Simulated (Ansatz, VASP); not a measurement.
## ZrB2 in VASP and in Ansatz

```
CELL_PARAMETERS angstrom
3.17000 0.00000 0.00000
-1.58500 2.74530 0.00000
0.00000 0.00000 3.53300
ATOMIC_POSITIONS crystal
Zr 0.00000 0.00000 0.00000
B 0.66667 0.33333 0.50000
B 0.33333 0.66667 0.50000
```

Alike in both runs: functional b88 exchange, pbe correlation; k mesh 10 × 10 × 8; occupations fermi-dirac, width 0.05 eV; no spin polarisation.

```csv
,VASP,Ansatz
version,VASP 6.6.1,Ansatz 0.2.0
potentials or method,"VASP PAW PBE potentials, release 64 (Zr_sv, B)",Ansatz PAW
plane-wave cutoff (eV),500,420
valence electrons in the cell,18,18
task,single point,band structure
```

```tsv
	VASP	Ansatz	Ansatz less VASP
gap on the k mesh at the Fermi level (eV)	none	none	-
pressure (GPa)	1.4	1.2	-0.16
traceless stress, the component that is largest in VASP (GPa)	0.93	0.88	-0.046
```

VASP's potentials were made for PBE, not for b88 exchange, pbe correlation. A gap of «none» marks a metal or a gap that the smearing closes.
